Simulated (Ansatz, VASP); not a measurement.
## Mg5CdS6: VASP beside Ansatz

```
CELL_PARAMETERS angstrom
3.73002 0.00000 0.00000
-1.86501 3.23029 0.00000
0.00000 0.00000 18.30973
ATOMIC_POSITIONS crystal
Mg 0.33333 0.66667 0.83589
Mg 0.00000 0.00000 0.00000
Mg 0.66667 0.33333 0.16411
Mg 0.33333 0.66667 0.32835
Mg 0.66667 0.33333 0.67165
Cd 0.00000 0.00000 0.50000
S 0.66667 0.33333 0.91796
S 0.33333 0.66667 0.08204
S 0.00000 0.00000 0.24616
S 0.66667 0.33333 0.40954
S 0.33333 0.66667 0.59046
S 0.00000 0.00000 0.75384
```

Alike in both runs: task single point; functional PBE; k mesh 12 × 12 × 2; occupations gaussian, width 0.02 eV; no spin polarisation.

|  | VASP | Ansatz |
| --- | --- | --- |
| version | VASP 6.6.1 | Ansatz 0.2.0 |
| potentials or method | VASP PAW PBE potentials, release 64 (Mg, Cd, S), cutoff 520 eV | scalar-relativistic, plane waves, PAW |
| valence electrons in the cell | 58 | 106 |

|  | VASP | Ansatz | Ansatz less VASP |
| --- | --- | --- | --- |
| gap on the k mesh at the Fermi level (eV) | 1.91 | 1.92 | +0.011 |
| least direct gap on the mesh (eV) | 2.34 | 2.36 | +0.011 |
| pressure (GPa) | -0.2 | 0.0 | +0.16 |
| rms of the force components (eV/Å) | 0.011 | 0.002 | -0.0095 |

Atom by atom the forces differ by 0.012 eV/Å (rms over components). VASP's potentials hold 58 valence electrons a cell and Ansatz's 106, so a difference there can come from the potentials and not from the codes.
